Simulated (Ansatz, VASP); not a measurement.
**Two plane-wave programs on Os**

```
Os
1.0
     2.63183    0.00000    0.00000
     0.00000    2.63183    0.00000
     0.00000    0.00000    2.63183
Os
1
Direct
  0.00000 0.00000 0.00000
```

Alike in both runs: task single point; functional BLYP; k mesh 14 × 14 × 14; occupations fermi-dirac, width 0.1 eV; no spin polarisation.

|  | VASP | Ansatz |
| --- | --- | --- |
| version | VASP 6.6.1 | Ansatz 0.2.0 |
| potentials or method | VASP PAW PBE potentials, release 64 (Os), cutoff 520 eV | plane waves (420 eV) with PAW, scalar-relativistic |
| valence electrons in the cell | 8 | 16 |

```csv
,VASP,Ansatz,Ansatz less VASP
pressure (GPa),-6.7,-8.0,-1.34
```

VASP's potentials were made for PBE, not for BLYP. With one functional, cell and mesh, what is left measures potentials, basis and numerics. VASP's potentials hold 8 valence electrons a cell and Ansatz's 16, so a difference there can come from the potentials and not from the codes.

Neither program's run includes spin-orbit coupling.
